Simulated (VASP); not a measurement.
A run of VASP 6.6.1:

The input INCAR:

```
PREC     = Accurate       # precision mode
ENCUT    = 600            # plane-wave cutoff, eV
EDIFF    = 1E-6           # SCF threshold, eV
ISMEAR   = -1             # smearing method
SIGMA    = 0.08           # smearing width, eV
LREAL    = F              # projectors in reciprocal space
LASPH    = T              # aspherical terms in the spheres
NELM     = 200            # most SCF steps
ALGO     = Normal         # electronic algorithm
ISIF     = 2              # what is computed and relaxed
LWAVE    = F              # write WAVECAR
LCHARG   = T              # write CHGCAR
ISPIN    = 2              # spin polarisation
MAGMOM   = 7 0            # initial moments
LORBIT   = 11             # projections on sites
LMAXMIX  = 6              # l up to which the mixer works
GGA      = PE             # functional
LELF     = T              # ELF
LVHAR    = T            
NBANDS   = 22             # bands
GGA_COMPAT= F
```

The input KPOINTS:

```
regular mesh
0
Gamma
  10 10 10
```

POSCAR

```
EuS
1.0
    0.0000000000      2.9627053119      2.9627053119
    2.9627053119      0.0000000000      2.9627053119
    2.9627053119      2.9627053119      0.0000000000
Eu S
1 1
Direct
    0.0000000000      0.0000000000      0.0000000000
    0.5000000000      0.5000000000      0.5000000000
```

Potentials or basis: VASP PAW PBE potentials, release 64 (Eu, S).

The run is started by

```sh
$ cat potpaw_PBE.64/Eu/POTCAR potpaw_PBE.64/S/POTCAR > POTCAR
$ mpirun -np 1 vasp_std > vasp.out
```

Hardware: 1 thread of Oxide Virtual Turin-like Processor (shared host).

Question: How long does it take, and how much memory?

Answer: Run time: 7 min on 1 thread of Oxide Virtual Turin-like Processor, with other jobs on the host, peak memory 0.29 GiB. Counts: scf iterations 17, k points 47.
